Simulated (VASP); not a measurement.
# PbO2 (P4_2/nmc) in VASP: further runs

Runs on PbO2. Level: PBE. Tasks: single point, relaxation of cell and atoms.

Everything below comes from runs of VASP 6.6.1. Logs are shortened: lines on timing, memory, paths and dates and some standing lists are left out, and cuts for length are marked.

### 1 The cell of the first run

It takes space group P4_2/nmc (No. 137, tetragonal). Conventional cell: a = 3.785 Å, b = 3.785 Å, c = 5.744 Å, α = 90.00°, β = 90.00°, γ = 90.00°. Within 2.9 Å of Pb (site symmetry -4m2) lie 8 O at 2.17 to 2.62 Å. O (site symmetry 2mm) has 4 Pb at 2.17 to 2.62 Å and 6 O at 2.78 to 2.87 Å within 2.9 Å.

### 2 Single point, PBE

INCAR

```
PREC     = Accurate       # precision mode
ENCUT    = 520            # plane-wave cutoff, eV
EDIFF    = 1E-6           # SCF threshold, eV
ISMEAR   = 0              # smearing method
SIGMA    = 0.1            # smearing width, eV
LREAL    = F              # projectors in reciprocal space
LASPH    = T              # aspherical terms in the spheres
NELM     = 60             # most SCF steps
ALGO     = Normal         # electronic algorithm
ISIF     = 2              # what is computed and relaxed
LWAVE    = F              # write WAVECAR
LCHARG   = T              # write CHGCAR
GGA      = PE             # functional
LELF     = T              # ELF
LVHAR    = T            
NBANDS   = 35             # bands
```

KPOINTS

```
regular mesh
0
Gamma
  4 4 4
```

POSCAR

```
PbO2
1.0
    3.7852803481      0.0000000000      0.0000000000
    0.0000000000      3.7852803481      0.0000000000
    0.0000000000      0.0000000000      5.7444424015
Pb O
2 4
Direct
    0.0000000000      0.0000000000      0.0000000000
    0.5000000000      0.5000000000      0.5000000000
    0.0000000000      0.5000000000      0.1857881460
    0.0000000000      0.5000000000      0.6857881460
    0.5000000000      0.0000000000      0.3142118540
    0.5000000000      0.0000000000      0.8142118540
```

Potentials or basis: VASP PAW PBE potentials, release 64 (Pb_d, O).

Launch:

```
cat potpaw_PBE.64/Pb_d/POTCAR potpaw_PBE.64/O/POTCAR > POTCAR
mpirun -np 1 vasp_std > vasp.out
```

OUTCAR:

```text
PREC = Accurate
   ENCUT = 520
   EDIFF = 1E-6
   ISMEAR = 0
   LREAL = F
   LASPH = T
   NELM = 60
   ISIF = 2
   GGA = PE

 ion  position               nearest neighbor table
   1  0.000  0.000  0.000-   3 2.17   6 2.17   3 2.17   6 2.17   5 2.62   4 2.62   5 2.62   4 2.62
                             2 3.93   2 3.93   2 3.93   2 3.93   2 3.93   2 3.93   2 3.93   2 3.93
   2  0.500  0.500  0.500-   4 2.17   5 2.17   5 2.17   4 2.17   3 2.62   6 2.62   3 2.62   6 2.62
                             1 3.93   1 3.93   1 3.93   1 3.93   1 3.93   1 3.93   1 3.93   1 3.93
   3  0.000  0.500  0.186-   1 2.17   1 2.17   2 2.62   2 2.62
   4  0.000  0.500  0.686-   2 2.17   2 2.17   1 2.62   1 2.62
   5  0.500  0.000  0.314-   2 2.17   2 2.17   1 2.62   1 2.62
   6  0.500  0.000  0.814-   1 2.17   1 2.17   2 2.62   2 2.62

  LATTYP: Found a simple tetragonal cell.
 ALAT       =     3.7852803481
 C/A-ratio  =     1.5175738316

  Lattice vectors:

 A1 = (   3.7852803481,   0.0000000000,   0.0000000000)
 A2 = (   0.0000000000,   3.7852803481,   0.0000000000)
 A3 = (   0.0000000000,   0.0000000000,   5.7444424015)

Analysis of symmetry for initial positions (statically):
=====================================================================
 Subroutine PRICEL returns:
 Original cell was already a primitive cell.

 Routine SETGRP: Setting up the symmetry group for a
 simple tetragonal supercell.

 Subroutine GETGRP returns: Found 16 space group operations
 (whereof  8 operations were pure point group operations)
 out of a pool of 16 trial point group operations.

The static configuration has the point symmetry D_2d.
 The point group associated with its full space group is D_4h.

Analysis of symmetry for dynamics (positions and initial velocities):
=====================================================================
 Subroutine PRICEL returns:
 Original cell was already a primitive cell.

 Routine SETGRP: Setting up the symmetry group for a
 simple tetragonal supercell.

 Subroutine GETGRP returns: Found 16 space group operations
 (whereof  8 operations were pure point group operations)
 out of a pool of 16 trial point group operations.

The dynamic configuration has the point symmetry D_2d.
 The point group associated with its full space group is D_4h.

 Subroutine INISYM returns: Found 16 space group operations
 (whereof  8 operations are pure point group operations),
 and found     1 'primitive' translations

----------------------------------------------------------------------------------------

                                     Primitive cell

  volume of cell :      82.3084

  direct lattice vectors                    reciprocal lattice vectors
[... 95 lines left out ...]
   ISYM   =      2    0-nonsym 1-usesym 2-fastsym
   POTIM  = 0.5000    time-step for ionic-motion
   TEBEG  =    0.0;   TEEND  =   0.0 temperature during run
   PSTRESS=    0.0 pullay stress
   NELECT =      52.0000    total number of electrons
   NUPDOWN=      -1.0000    fix difference up-down
   EMIN   =  10.00;   EMAX   =-10.00  energy-range for DOS
   EFERMI =   0.00;   METHOD = LEGACY
   ISMEAR =     0;   SIGMA  =   0.10  broadening in eV -4-tet -1-fermi 0-gaus
   EFERMI_NEDOS =   21; number of points for ismear=-14 and -15
   IALGO  =     38    algorithm
   IMIX   =      4    mixing-type and parameters
     AMIX     =   0.40;   BMIX     =  1.00
     AMIX_MAG =   1.60;   BMIX_MAG =  1.00
  volume/ion in A,a.u.               =      13.72        92.57
  Fermi-wavevector in a.u.,A,eV,Ry     =   1.404736  2.654566 26.848137  1.973282
  Thomas-Fermi vector in A             =   2.527267
   LORBIT       =      0    0 simple, 1 ext, 2 COOP (PROOUT), +10 PAW based schemes
   GGA     = PE    functional components
   LHFCALC =     F    Hartree Fock is set to
   AEXX    =    0.0000 exact exchange contribution
   IVDW    =     0    specifies the selected vdW correction
   LEPSILON=     F    determine dielectric tensor
   LRPA    =     F    only Hartree local field effects (RPA)
 non-spin polarized calculation
 Gauss-broadening in eV      SIGMA  =   0.10
  energy-cutoff  :      520.00
  volume of cell :       82.31
 maximum number of plane-waves:      2236
   NGX = 15   NGY = 15   NGZ = 21

 number of electron      51.9999991 magnetization

 Free energy of the ion-electron system (eV)
  ---------------------------------------------------
  ext. energy  EPLUGINS =         0.00000000
  ---------------------------------------------------
  free energy    TOTEN  =       -31.55356869 eV

  energy without entropy =      -31.55004909  energy(sigma->0) =      -31.55180889

 E-fermi :   4.7337     XC(G=0): -10.9113

 val. band max:        4.6899090191   @ k =   0.5000   0.5000   0.0000
 cond. band min:       5.0373400163   @ k =   0.0000   0.0000   0.2500
 fundamental gap:      0.3474309972
 Fermi energy:         4.7336931102

 k-point     1 :       0.0000    0.0000    0.0000
  band No.  band energies     occupation
      1     -13.3302      2.00000
      2     -12.8286      2.00000
      3     -12.6908      2.00000
      4     -11.6595      2.00000
      5     -10.6455      2.00000
      6     -10.6455      2.00000
[... 673 lines left out ...]
     34      14.7022      0.00000
     35      15.6167      0.00000

------------------------ aborting loop because EDIFF is reached ----------------------------------------

  FORCE on cell =-STRESS in cart. coord.  units (eV):
  Direction    XX          YY          ZZ          XY          YZ          ZX
  --------------------------------------------------------------------------------------
  -------------------------------------------------------------------------------------
  Total       -0.0460070     -0.0460070      0.0286237      0.0000000      0.0000000      0.0000000
  in kB       -0.8955511     -0.8955511      0.5571763      0.0000000      0.0000000      0.0000000
  external PRESSURE =      -0.4113086 kB  Pullay stress =       0.0000000 kB

 VOLUME and BASIS-vectors are now :
 -----------------------------------------------------------------------------
  energy-cutoff  :      520.00
  volume of cell :       82.31
      direct lattice vectors                 reciprocal lattice vectors
     3.785280348  0.000000000  0.000000000     0.264181225  0.000000000  0.000000000
     0.000000000  3.785280348  0.000000000     0.000000000  0.264181225  0.000000000
     0.000000000  0.000000000  5.744442401     0.000000000  0.000000000  0.174081300

 POSITION                                       TOTAL-FORCE (eV/Angst)
 -----------------------------------------------------------------------------------
      0.00000      0.00000      0.00000         0.000000      0.000000      0.000000
      1.89264      1.89264      2.87222        -0.000000     -0.000000      0.000000
      0.00000      1.89264      1.06725        -0.000000      0.000000      0.016918
      0.00000      1.89264      3.93947        -0.000000      0.000000      0.016918
      1.89264      0.00000      1.80497         0.000000      0.000000     -0.016918
      1.89264      0.00000      4.67719         0.000000     -0.000000     -0.016918
 -----------------------------------------------------------------------------------
    total drift:                                0.000000      0.000000      0.000000

  FREE ENERGIE OF THE ION-ELECTRON SYSTEM (eV)
  ---------------------------------------------------
  free  energy   TOTEN  =       -31.5535686896 eV

  energy  without entropy=      -31.5500490932  energy(sigma->0) =      -31.55180889
```

stdout:

```text
POSCAR found type information on POSCAR PbO
 POSCAR found :  2 types and       6 ions
 scaLAPACK will be used
 LDA part: xc-table for (Slater+PW92), standard interpolation
 POSCAR, INCAR and KPOINTS ok, starting setup
 FFT: planning ... GRIDC
 FFT: planning ... GRID_SOFT
 FFT: planning ... GRID
 WAVECAR not read
 entering main loop
```

It took 25 s on 1 thread of Intel Xeon 6975P-C (Granite Rapids), shared host; peak memory 0.2 GiB.

Results:

```yaml
Free_energy: -31.5536 eV
Pressure: 0.0 GPa
Largest_force: 0.017 eV/Å
Band_gap_on_the_k_mesh: zero (bands 26 and 27 overlap by 0.12 eV)
```

Forces on the atoms (eV/Å):
```
Pb   0.000  0.000  0.000
Pb   0.000  0.000  0.000
O    0.000  0.000  0.017
O    0.000  0.000  0.017
O    0.000  0.000 -0.017
O    0.000  0.000 -0.017
```

Caveat: the k points lie up to 0.41 Å⁻¹ apart; semilocal functionals underestimate gaps, and a narrow one can read as zero; spin-orbit coupling is left out, which moves the levels of the heavy elements.

### 3 Relaxation of cell and atoms, PBE

This run uses another cell than the first one, of 14.57 Å³/atom.

INCAR

```
SYSTEM = PbO2
PREC     = Accurate       ! precision mode
ENCUT    = 600            ! plane-wave cutoff, eV
EDIFF    = 1E-6           ! SCF threshold, eV
ISMEAR   = 0              ! smearing method
SIGMA    = 0.1            ! smearing width, eV
LREAL    = .FALSE.        ! projectors in reciprocal space
LASPH    = .TRUE.         ! aspherical terms in the spheres
NELM     = 80             ! most SCF steps
ALGO     = Normal         ! electronic algorithm
ISIF     = 3              ! what is computed and relaxed
LWAVE    = .FALSE.        ! write WAVECAR
LCHARG   = .FALSE.        ! write CHGCAR
GGA      = PE             ! functional
IBRION   = 2              ! ionic algorithm
NSW      = 90             ! ionic steps
EDIFFG   = -0.04          ! ionic threshold
```

KPOINTS

```
regular mesh
0
G
  4 4 4
  0 0 0
```

POSCAR

```
PbO2
1.0
    3.9301916771      0.0000000000      0.0000000000
    0.0000000000      3.9301916771      0.0000000000
    0.0000000000      0.0000000000      5.6579634360
Pb O
2 4
Direct
    0.0000000000      0.0000000000      0.0000000000
    0.5000000000      0.5000000000      0.5000000000
    0.0000000000      0.5000000000      0.2030000000
    0.0000000000      0.5000000000      0.7030000000
    0.5000000000      0.0000000000      0.2970000000
    0.5000000000      0.0000000000      0.7970000000
```

Potentials or basis: VASP PAW PBE potentials, release 64 (Pb_d, O).

Launch:

```
cat potpaw_PBE.64/Pb_d/POTCAR potpaw_PBE.64/O/POTCAR > POTCAR
mpirun -np 1 vasp_std > vasp.out
```

It took 2.7 min on 1 thread of Intel Xeon 6975P-C (Granite Rapids), shared host; peak memory 0.24 GiB.

The run converged. Its results:

- Free energy: -31.5715 eV
- Relaxed volume: 13.72 Å³/atom
- Relaxed cell: a = 3.784 Å, b = 3.784 Å, c = 5.751 Å, α = 90.00°, β = 90.00°, γ = 90.00°
- Space group after relaxing (to 0.1 Å): P4_2/nmc (No. 137)
- Energy gained by relaxing: 47.4 meV/atom
- Ionic steps: 8
- Pressure after relaxing: -0.3 GPa
- Largest force after relaxing: 0.012 eV/Å
- Band gap on the k mesh: zero (bands 26 and 27 overlap by 0.12 eV)

Forces in eV/Å, atoms in the order of the input:
```
Pb   0.000  0.000  0.000
Pb   0.000  0.000  0.000
O    0.000  0.000 -0.012
O    0.000  0.000 -0.012
O    0.000  0.000  0.012
O    0.000  0.000  0.012
```

Stress tensor (GPa, compression positive):
```
-0.28  0.00  0.00
 0.00 -0.28  0.00
 0.00  0.00 -0.45
```

The path:
| step | energy change (eV) | largest force (eV/Å) | pressure (GPa) | volume (Å³) |
| --- | --- | --- | --- | --- |
| 1 | 0.0000 | 0.3281 | -8.67 | 87.40 |
| 2 | -0.1988 | 0.1179 | 5.18 | 77.78 |
| 3 | -0.2363 | 0.1964 | 0.48 | 80.28 |
| 4 | -0.2485 | 0.1977 | 0.40 | 80.52 |
| 5 | -0.2682 | 0.1856 | 0.21 | 81.21 |
| 6 | -0.2696 | 0.1788 | 0.21 | 81.42 |
| 7 | -0.2797 | 0.1079 | -0.05 | 81.82 |
| 8 | -0.2844 | 0.0117 | -0.33 | 82.35 |

Final structure:
```
Pb O
1.0
     3.78417    0.00000    0.00000
     0.00000    3.78417    0.00000
     0.00000    0.00000    5.75060
Pb O
2 4
Direct
  0.00000 0.00000 0.00000
  0.50000 0.50000 0.50000
  0.00000 0.50000 0.18645
  0.00000 0.50000 0.68645
  0.50000 0.00000 0.31355
  0.50000 0.00000 0.81355
```

Levels at points of the mesh, in eV from the Fermi level:
```tsv
k point	band 22	band 23	band 24	band 25	band 26	band 27	band 28	band 29	band 30	band 31
(0.00, 0.00, 0.00)	-1.40	-1.40	-0.67	-0.27	-0.17	-0.17	2.18	6.56	7.14	8.63
(0.50, 0.00, 0.00)	-1.55	-0.88	-0.88	-0.59	-0.59	2.34	2.34	7.05	7.05	9.36
(0.50, 0.50, 0.00)	-0.85	-0.44	-0.44	-0.04	-0.04	3.09	3.09	6.43	6.43	10.35
(0.00, 0.00, 0.50)	-1.16	-0.80	-0.80	-0.15	-0.15	1.39	1.39	6.09	6.09	9.82
(0.50, 0.00, 0.50)	-1.87	-1.00	-1.00	-0.97	-0.97	2.58	2.58	7.42	7.42	9.36
(0.50, 0.50, 0.50)	-2.26	-0.46	-0.46	-0.19	-0.19	3.24	3.24	8.51	8.51	8.51
```

Caveat: the k points lie up to 0.42 Å⁻¹ apart in the final cell; semilocal functionals underestimate gaps, and a narrow one can read as zero; spin-orbit coupling is left out, which moves the levels of the heavy elements.

### 4 Single point, PBE

INCAR

```
PREC = Accurate
ENCUT = 520
EDIFF = 1E-6
ISMEAR = 0
SIGMA = 0.1
LREAL = False
LASPH = True
NELM = 100
ALGO = Normal
ISIF = 2
LWAVE = False
LCHARG = False
GGA = PE
NBANDS = 35
```

KPOINTS

```
Automatic mesh
0
Gamma
  10 10 8
```

POSCAR

```
PbO2
1.0
    3.7798494772      0.0000000000      0.0000000000
    0.0000000000      3.7798494772      0.0000000000
    0.0000000000      0.0000000000      5.7525357306
Pb O
2 4
Direct
    0.0000000000      0.0000000000      0.0000000000
    0.5000000000      0.5000000000      0.5000000000
    0.0000000000      0.5000000000      0.1857713317
    0.0000000000      0.5000000000      0.6857713317
    0.5000000000      0.0000000000      0.3142286683
    0.5000000000      0.0000000000      0.8142286683
```

Launch:

```
cat potpaw_PBE.64/Pb_d/POTCAR potpaw_PBE.64/O/POTCAR > POTCAR
mpirun -np 1 vasp_std > vasp.out
```

Run time: 2.2 min. Hardware: 1 thread of Intel Xeon 6975P-C (Granite Rapids), shared host; peak memory 0.34 GiB.

It converged, with:

- Free energy: -31.5509 eV
- Pressure: 0.2 GPa
- Largest force: 0.019 eV/Å
- Band gap on the k mesh: zero (bands 26 and 27 overlap by 0.12 eV)

Forces on the atoms (eV/Å):
```
Pb   0.000  0.000  0.000
Pb   0.000  0.000  0.000
O    0.000  0.000  0.019
O    0.000  0.000  0.019
O    0.000  0.000 -0.019
O    0.000  0.000 -0.019
```

Stress tensor (GPa, compression positive):
```
0.24 0.00 0.00
0.00 0.24 0.00
0.00 0.00 0.12
```

Levels at points of the mesh, in eV from the Fermi level:
```csv
k point,band 22,band 23,band 24,band 25,band 26,band 27,band 28,band 29,band 30,band 31
"(0.00, 0.00, 0.00)",-1.42,-1.42,-0.67,-0.28,-0.18,-0.18,2.20,6.58,7.14,8.66
"(0.50, 0.00, 0.00)",-1.55,-0.88,-0.88,-0.60,-0.60,2.35,2.35,7.06,7.06,9.38
"(0.50, 0.50, 0.00)",-0.87,-0.46,-0.46,-0.05,-0.05,3.12,3.12,6.44,6.44,10.24
"(0.00, 0.00, 0.50)",-1.17,-0.81,-0.81,-0.16,-0.16,1.40,1.40,6.10,6.10,9.85
"(0.50, 0.00, 0.50)",-1.87,-1.00,-1.00,-0.97,-0.97,2.59,2.59,7.43,7.43,9.36
"(0.50, 0.50, 0.50)",-2.27,-0.48,-0.48,-0.20,-0.20,3.27,3.27,8.52,8.52,8.52
```

Caveat: semilocal functionals underestimate gaps, and a narrow one can read as zero; spin-orbit coupling is left out, which moves the levels of the heavy elements.

### 5 The runs side by side

```tsv
task	cell	k mesh	cutoff (eV)	gap on the mesh (eV)	pressure (GPa)	largest force (eV/Å)
single point	a = 3.785, b = 3.785, c = 5.744 Å, 6 atoms, atomic positions A	4 × 4 × 4	520	none	0.0	0.02
relaxation of cell and atoms	relaxed from a = 3.930, b = 3.930, c = 5.658 Å, 6 atoms, atomic positions B	4 × 4 × 4	600	none	-0.3	0.01
single point	a = 3.780, b = 3.780, c = 5.753 Å, 6 atoms, atomic positions A	10 × 10 × 8	520	none	0.2	0.02
```

Alike in all rows: level PBE; potentials or basis VASP PAW PBE potentials, release 64 (Pb_d, O); no spin polarisation; smearing gaussian 0.1 eV.

Caveats: some runs use coarse meshes; semilocal functionals underestimate gaps, and a narrow one can read as zero; spin-orbit coupling is left out, which moves the levels of the heavy elements.

Absolute energies hang on the potentials; compare differences alone.

The gap in the log of VASP goes by the Fermi energy; the results here count the filled bands.